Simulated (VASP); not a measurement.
# Fe (Im-3m) in VASP: a series of runs

The runs below take Fe through single point, with LDA.

Program: VASP 6.6.1. These are calculated values, not measurements. Logs are shortened: lines on timing, memory, paths and dates and some standing lists are left out, and cuts for length are marked.

## 1. The cell of the first run

It takes space group Im-3m (No. 229, cubic). The conventional cell has a = 2.754 Å, b = 2.754 Å, c = 2.754 Å, α = 90.00°, β = 90.00°, γ = 90.00°. Fe (site symmetry m-3m) has 14 Fe at 2.39 to 2.75 Å within 3.2 Å.

## 2. Single point, LDA, collinear spin, ferromagnetic start (10.45 Å³/atom)

INCAR reads:

```
SYSTEM = Fe
  ALGO = Fast
  EDIFF = 1E-7
  ENCUT = 520
  ISIF = 2
  ISMEAR = 0
  ISPIN = 2
  LASPH = .True.
  LCHARG = .True.
  LELF = .True.
  LMAXMIX = 4
  LORBIT = 11
  LREAL = .False.
  LVHAR = .True.
  LWAVE = .False.
  MAGMOM = 2.33
  NBANDS = 14
  NELM = 150
  PREC = Accurate
  SIGMA = 0.05
```

KPOINTS reads:

```
k-points
0
Gamma
  22 22 22
  0 0 0
```

POSCAR reads:

```
Fe
1.0
   -1.3771794635      1.3771794635      1.3771794635
    1.3771794635     -1.3771794635      1.3771794635
    1.3771794635      1.3771794635     -1.3771794635
Fe
1
Direct
    0.0000000000      0.0000000000      0.0000000000
```

Potentials or basis: VASP PAW LDA potentials, release 64 (Fe).

Command:

```bash
$ cat potpaw_LDA.64/Fe/POTCAR > POTCAR
$ mpirun -np 1 vasp_std > vasp.out
```

OUTCAR:

```text
SYSTEM = Fe
   EDIFF = 1E-7
   ENCUT = 520
   ISIF = 2
   ISMEAR = 0
   ISPIN = 2
   LASPH = .True.
   LORBIT = 11
   LREAL = .False.
   NELM = 150
   PREC = Accurate

 ion  position               nearest neighbor table
   1  0.000  0.000  0.000-

  LATTYP: Found a body centered cubic cell.
 ALAT       =     2.7543589270

  Lattice vectors:

 A1 = (  -1.3771794635,   1.3771794635,   1.3771794635)
 A2 = (   1.3771794635,  -1.3771794635,   1.3771794635)
 A3 = (   1.3771794635,   1.3771794635,  -1.3771794635)

Analysis of symmetry for initial positions (statically):
=====================================================================
 Subroutine PRICEL returns:
 Original cell was already a primitive cell.

 Routine SETGRP: Setting up the symmetry group for a
 body centered cubic supercell.

 Subroutine GETGRP returns: Found 48 space group operations
 (whereof 48 operations were pure point group operations)
 out of a pool of 48 trial point group operations.

The static configuration has the point symmetry O_h .

Analysis of symmetry for dynamics (positions and initial velocities):
=====================================================================
 Subroutine PRICEL returns:
 Original cell was already a primitive cell.

 Routine SETGRP: Setting up the symmetry group for a
 body centered cubic supercell.

 Subroutine GETGRP returns: Found 48 space group operations
 (whereof 48 operations were pure point group operations)
 out of a pool of 48 trial point group operations.

The dynamic configuration has the point symmetry O_h .

Analysis of structural, dynamic, and magnetic symmetry:
=====================================================================
 Subroutine PRICEL returns:
 Original cell was already a primitive cell.

 Routine SETGRP: Setting up the symmetry group for a
 body centered cubic supercell.

 Subroutine GETGRP returns: Found 48 space group operations
 (whereof 48 operations were pure point group operations)
 out of a pool of 48 trial point group operations.

The overall configuration has the point symmetry O_h .

 Subroutine INISYM returns: Found 48 space group operations
 (whereof 48 operations are pure point group operations),
 and found     1 'primitive' translations

----------------------------------------------------------------------------------------

                                     Primitive cell

  volume of cell :      10.4480

  direct lattice vectors                    reciprocal lattice vectors
    -1.377179464  1.377179464  1.377179464     0.000000000  0.363060889  0.363060889
     1.377179464 -1.377179464  1.377179464     0.363060889  0.000000000  0.363060889
     1.377179464  1.377179464 -1.377179464     0.363060889  0.363060889  0.000000000

  length of vectors
     2.385344802  2.385344802  2.385344802     0.513445633  0.513445633  0.513445633

  position of ions in fractional coordinates (direct lattice)
     0.000000000  0.000000000  0.000000000

  ion indices of the primitive-cell ions
   primitive index   ion index
                 1           1

----------------------------------------------------------------------------------------

 KPOINTS: k-points

Automatic generation of k-mesh.
 Grid dimensions read from file:
 generate k-points for:   22   22   22

 Generating k-lattice:

  Cartesian coordinates                     Fractional coordinates (reciprocal lattice)
     0.000000000  0.016502768  0.016502768     0.045454545  0.000000000  0.000000000
     0.016502768  0.000000000  0.016502768     0.000000000  0.045454545  0.000000000
     0.016502768  0.016502768  0.000000000     0.000000000  0.000000000  0.045454545

  Length of vectors
     0.023338438  0.023338438  0.023338438

  Shift w.r.t. Gamma in fractional coordinates (k-lattice)
     0.000000000  0.000000000  0.000000000

 Subroutine IBZKPT returns following result:
 ===========================================

 Found    328 irreducible k-points:

 Following reciprocal coordinates:
            Coordinates               Weight
  0.000000  0.000000  0.000000      1.000000
  0.045455  0.000000  0.000000     12.000000
  0.090909  0.000000  0.000000     12.000000
  0.136364  0.000000  0.000000     12.000000
  0.181818  0.000000  0.000000     12.000000
  0.227273  0.000000  0.000000     12.000000
[... 16 lines left out ...]
  0.090909  0.090909  0.000000     24.000000
  0.136364  0.090909  0.000000     48.000000
 [... further k-points ...]
   k-points           NKPTS =    328   k-points in BZ     NKDIM =    328   number of bands    NBANDS=     14
   number of dos      NEDOS =    301   number of ions     NIONS =      1
   total plane-waves  NPLWV =   5832
   dimension x,y,z NGX =    18 NGY =   18 NGZ =   18
   dimension x,y,z NGXF=    36 NGYF=   36 NGZF=   36
   ions per type =               1
   NGX,Y,Z   is equivalent  to a cutoff of  12.55, 12.55, 12.55 a.u.
   NGXF,Y,Z  is equivalent  to a cutoff of  25.09, 25.09, 25.09 a.u.
 SYSTEM =  Fe
   PREC   = accura    normal or accurate (medium, high low for compatibility)
   ISTART =      0    job   : 0-new  1-cont  2-samecut
   ICHARG =      2    charge: 1-file 2-atom 10-const
   ISPIN  =      2    spin polarized calculation?
   LNONCOLLINEAR =      F non collinear calculations
   LSORBIT =      F    spin-orbit coupling
   LASPH  =      T    aspherical Exc in radial PAW
   ENCUT  =  520.0 eV  38.22 Ry    6.18 a.u.   4.44  4.44  4.44*2*pi/ulx,y,z
   NELM   =    150;   NELMIN=  2; NELMDL= -5     # of ELM steps
   EDIFF  = 0.1E-06   stopping-criterion for ELM
   LREAL  =      F    real-space projection
   EDIFFG = 0.1E-05   stopping-criterion for IOM
   NSW    =      0    number of steps for IOM
   IBRION =     -1    ionic relax: 0-MD 1-quasi-New 2-CG
   NFREE  =      0    steps in history (QN), initial steepest desc. (CG)
   ISIF   =      2    stress and relaxation
   ISYM   =      2    0-nonsym 1-usesym 2-fastsym
   POTIM  = 0.5000    time-step for ionic-motion
   TEBEG  =    0.0;   TEEND  =   0.0 temperature during run
   PSTRESS=    0.0 pullay stress
   NELECT =       8.0000    total number of electrons
   NUPDOWN=      -1.0000    fix difference up-down
   EMIN   =  10.00;   EMAX   =-10.00  energy-range for DOS
   EFERMI =   0.00;   METHOD = LEGACY
   ISMEAR =     0;   SIGMA  =   0.05  broadening in eV -4-tet -1-fermi 0-gaus
   EFERMI_NEDOS =   21; number of points for ismear=-14 and -15
   IALGO  =     68    algorithm
   IMIX   =      4    mixing-type and parameters
     AMIX     =   0.40;   BMIX     =  1.00
     AMIX_MAG =   1.60;   BMIX_MAG =  1.00
  volume/ion in A,a.u.               =      10.45        70.51
  Fermi-wavevector in a.u.,A,eV,Ry     =   1.497710  2.830261 30.519693  2.243134
  Thomas-Fermi vector in A             =   2.609563
   LORBIT       =     11    0 simple, 1 ext, 2 COOP (PROOUT), +10 PAW based schemes
   GGA     = CA    functional components
   LHFCALC =     F    Hartree Fock is set to
   AEXX    =    0.0000 exact exchange contribution
   IVDW    =     0    specifies the selected vdW correction
   LEPSILON=     F    determine dielectric tensor
   LRPA    =     F    only Hartree local field effects (RPA)
 spin polarized calculation
 RMM-DIIS sequential band-by-band and
 Gauss-broadening in eV      SIGMA  =   0.05
  energy-cutoff  :      520.00
  volume of cell :       10.45
 maximum number of plane-waves:       321
 NGX is ok and might be reduce to    18
   NGX =  9   NGY =  9   NGZ =  9

 number of electron       7.9999994 magnetization       1.9512600

 Free energy of the ion-electron system (eV)
  ---------------------------------------------------
  ext. energy  EPLUGINS =         0.00000000
  ---------------------------------------------------
  free energy    TOTEN  =        -9.22279999 eV

  energy without entropy =       -9.22125977  energy(sigma->0) =       -9.22202988

 E-fermi :   6.6569     XC(G=0): -13.8964

 val. band max:        6.6536274788   @ k =  -0.2727   0.3636   0.1818
 cond. band min:       6.6576731110   @ k =   0.4091   0.0455   0.0455
 fundamental gap:      0.0040456322
 Fermi energy:         6.6569043347

 spin component 1

 k-point     1 :       0.0000    0.0000    0.0000
  band No.  band energies     occupation
      1      -2.4100      1.00000
      2       4.1723      1.00000
      3       4.1723      1.00000
      4       4.1723      1.00000
      5       5.7077      1.00000
      6       5.7077      1.00000
      7      32.2939      0.00000
      8      32.2939      0.00000
      9      32.2939      0.00000
     10      38.0044      0.00000
     11      38.0044      0.00000
     12      40.6591      0.00000
     13      40.6591      0.00000
     14      40.6591      0.00000
[... 375 lines left out ...]
 k-point    24 :       0.1364    0.0909    0.0000
  band No.  band energies     occupation
      1      -0.7875      1.00000
      2       3.7906      1.00000
      3       3.9098      1.00000
      4       5.1763      1.00000
      5       5.3887      1.00000
      6       5.8084      1.00000
      7      26.4988      0.00000
      8      28.2647      0.00000
      9      32.6077      0.00000
     10      33.0341      0.00000
     11      36.9635      0.00000
     12      38.5670      0.00000
     13      42.5814      0.00000
     14      42.6284      0.00000

 [... further k-points ...]

 spin component 2

 k-point     1 :       0.0000    0.0000    0.0000
  band No.  band energies     occupation
      1      -2.0408      1.00000
      2       5.7554      1.00000
      3       5.7554      1.00000
      4       5.7554      1.00000
      5       7.8059      0.00000
      6       7.8059      0.00000
      7      32.4624      0.00000
      8      32.4624      0.00000
      9      32.4624      0.00000
     10      38.4760      0.00000
     11      38.4760      0.00000
     12      41.4342      0.00000
     13      41.4342      0.00000
     14      41.4343      0.00000
[... 375 lines left out ...]
 k-point    24 :       0.1364    0.0909    0.0000
  band No.  band energies     occupation
      1      -0.3939      1.00000
      2       5.3161      1.00000
      3       5.4433      1.00000
      4       6.8136      0.00000
      5       7.3989      0.00000
      6       7.9146      0.00000
      7      27.1102      0.00000
      8      28.7886      0.00000
      9      33.0069      0.00000
     10      33.6563      0.00000
     11      37.4396      0.00000
     12      39.2025      0.00000
     13      43.0524      0.00000
     14      43.2609      0.00000

 [... further k-points ...]

------------------------ aborting loop because EDIFF is reached ----------------------------------------

  FORCE on cell =-STRESS in cart. coord.  units (eV):
  Direction    XX          YY          ZZ          XY          YZ          ZX
  --------------------------------------------------------------------------------------
  -------------------------------------------------------------------------------------
  Total       -0.1545031     -0.1545031     -0.1545031     -0.0000000     -0.0000000     -0.0000000
  in kB      -23.6927864    -23.6927864    -23.6927864     -0.0000000     -0.0000000     -0.0000000
  external PRESSURE =     -23.6927864 kB  Pullay stress =       0.0000000 kB

 VOLUME and BASIS-vectors are now :
 -----------------------------------------------------------------------------
  energy-cutoff  :      520.00
  volume of cell :       10.45
      direct lattice vectors                 reciprocal lattice vectors
    -1.377179464  1.377179464  1.377179464     0.000000000  0.363060889  0.363060889
     1.377179464 -1.377179464  1.377179464     0.363060889  0.000000000  0.363060889
     1.377179464  1.377179464 -1.377179464     0.363060889  0.363060889  0.000000000

 POSITION                                       TOTAL-FORCE (eV/Angst)
 -----------------------------------------------------------------------------------
      0.00000      0.00000      0.00000         0.000000     -0.000000      0.000000
 -----------------------------------------------------------------------------------
    total drift:                                0.000000     -0.000000      0.000000

  FREE ENERGIE OF THE ION-ELECTRON SYSTEM (eV)
  ---------------------------------------------------
  free  energy   TOTEN  =        -9.2227999906 eV

  energy  without entropy=       -9.2212597749  energy(sigma->0) =       -9.22202988

 total charge

# of ion       s       p       d       tot
------------------------------------------
    1        0.524   0.612   6.328   7.465

 magnetization (x)

# of ion       s       p       d       tot
------------------------------------------
    1       -0.010  -0.034   1.963   1.919
```

Run time: 57 s. Hardware: 1 thread of AMD EPYC 9R45 (Zen 5), shared host; peak memory 0.14 GiB.

What came out:

```
Free energy                                           : -9.2228 eV
Pressure                                              : -2.4 GPa
Net moment                                            : 1.95 μB per cell
Site moments                                          : Fe +1.92 μB
Valence electrons inside the program's atomic spheres : Fe 7.46
```

(Continued in part 2 of 3.)
